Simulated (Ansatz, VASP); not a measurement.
MgF2 in VASP and in Ansatz

The input INCAR:

```
PREC = Accurate
ENCUT = 600
EDIFF = 1E-6
ISMEAR = 0
SIGMA = 0.02
LREAL = False
LASPH = True
NELM = 120
ALGO = Normal
ISIF = 2
LWAVE = False
LCHARG = False
GGA = PE
NBANDS = 25
GGA_COMPAT = False
```

KPOINTS

```
Automatic mesh
0
Gamma
  6 6 8
```

POSCAR

```
MgF2
1.0
    4.4861899013      0.0000000000      0.0000000000
    0.0000000000      4.4861899013      0.0000000000
    0.0000000000      0.0000000000      3.1941528983
Mg F
2 4
Direct
    0.5000000000      0.5000000000      0.5000000000
    0.0000000000      0.0000000000      0.0000000000
    0.6952986136      0.6952986136      0.0000000000
    0.8047013864      0.1952986136      0.5000000000
    0.3047013864      0.3047013864      0.0000000000
    0.1952986136      0.8047013864      0.5000000000
```

Input for Ansatz:

```yaml
crystal:
  lattice:
    - [4.4861899013, 0.0, 0.0]
    - [0.0, 4.4861899013, 0.0]
    - [0.0, 0.0, 3.1941528983]
  atoms:
    - { symbol: Mg, position: [0.5, 0.5, 0.5] }
    - { symbol: Mg, position: [0.0, 0.0, 0.0] }
    - { symbol: F, position: [0.6952986136, 0.6952986136, 0.0] }
    - { symbol: F, position: [0.8047013864, 0.1952986136, 0.5] }
    - { symbol: F, position: [0.3047013864, 0.3047013864, 0.0] }
    - { symbol: F, position: [0.1952986136, 0.8047013864, 0.5] }
basis:
  ecutwfc: 420
kpoints:
  mp_grid: { grid: [6, 6, 8] }
  band_path: { path: [VBM, CBM], npoints: 2 }
hamiltonian:
  xc: pbe
scf:
  occupations: { method: gaussian, width: 0.02 }
output:
  forces: true
  stress: true
  eigenvalues: true
checkpoint:
  read: start.run
  write: ck
  compress: false
  write_wavefunctions: false
  write_every: 100000
```

Alike in both runs: task single point; functional PBE; k mesh 6 × 6 × 8; occupations gaussian, width 0.02 eV; no spin polarisation.

```csv
,VASP,Ansatz
version,VASP 6.6.1,Ansatz 0.2.0
potentials or method,"VASP PAW PBE potentials, release 64 (Mg, F), cutoff 600 eV","scalar-relativistic, plane waves, PAW"
valence electrons in the cell,32,48
```

|  | VASP | Ansatz | Ansatz less VASP |
| --- | --- | --- | --- |
| gap on the k mesh at the Fermi level (eV) | 7.09 | 7.13 | +0.040 |
| least direct gap on the mesh (eV) | 7.09 | 7.13 | +0.040 |
| pressure (GPa) | 4.9 | 5.9 | +1.07 |
| traceless stress, the component that is largest in VASP (GPa) | -6.09 | -5.92 | +0.169 |

VASP's potentials hold 32 valence electrons a cell and Ansatz's 48, so a difference there can come from the potentials and not from the codes.
